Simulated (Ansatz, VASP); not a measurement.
**RbBr: VASP beside Ansatz**

INCAR

```
SYSTEM = RbBr
PREC = Accurate ; ENCUT = 520
EDIFF = 1E-6 ; ISMEAR = -1
SIGMA = 0.05 ; LREAL = .False.
LASPH = .True. ; NELM = 150
ALGO = Normal ; ISIF = 2
LWAVE = .False. ; LCHARG = .True.
MAGMOM = 0 0 0 0 0 0 ; LORBIT = 11
LSORBIT = .True. ; GGA_COMPAT = .False.
LORBMOM = .True. ; GGA = PE
LVHAR = .True. ; NBANDS = 28
```

KPOINTS

```
regular mesh
0
Gamma
  5 5 5
  0 0 0
```

File POSCAR:

```
RbBr
1.0
    4.1260773000      0.0000000000      0.0000000000
    0.0000000000      4.1260773000      0.0000000000
    0.0000000000      0.0000000000      4.1260773000
Rb Br
1 1
Direct
    0.0000000000      0.0000000000      0.0000000000
    0.5000000000      0.5000000000      0.5000000000
```

input.yaml

```yaml
crystal:
  lattice:
    - [4.1260773, 0.0, 0.0]
    - [0.0, 4.1260773, 0.0]
    - [0.0, 0.0, 4.1260773]
  atoms:
    - { symbol: Rb, position: [0.0, 0.0, 0.0] }
    - { symbol: Br, position: [0.5, 0.5, 0.5] }
kpoints:
  mp_grid: { grid: [5, 5, 5] }
  band_path:
    path:
      - [0.0, 0.0, 0.0]
      - [0.0, 0.5, 0.0]
      - [0.5, 0.5, 0.0]
      - [0.0, 0.0, 0.0]
      - [0.5, 0.5, 0.5]
      - [0.0, 0.5, 0.0]
    npoints: 8
scf:
  occupations: { method: fermi_dirac, width: 0.05 }
hamiltonian:
  xc: pbe
  pseudopotentials: { kind: all_electron, lapw: { basis_error: 0.001 } }
magnetization:
  noncollinear: true
  spin_orbit: true
output:
  forces: true
  stress: true
  eigenvalues: true
```

Alike in both runs: functional PBE; k mesh 5 × 5 × 5; occupations fermi-dirac, width 0.05 eV; non-collinear spin, spin-orbit coupling.

|  | VASP | Ansatz |
| --- | --- | --- |
| version | VASP 6.6.1 | Ansatz 0.2.0 |
| potentials or method | VASP PAW PBE potentials, release 64 (Rb_sv, Br), cutoff 520 eV | all-electron LAPW, relativistic spinors |
| task | single point | band structure |

```csv
,VASP,Ansatz,Ansatz less VASP
pressure (GPa),0.8,0.8,-0.04
```

Ansatz ran all-electron here, and VASP with PAW potentials.
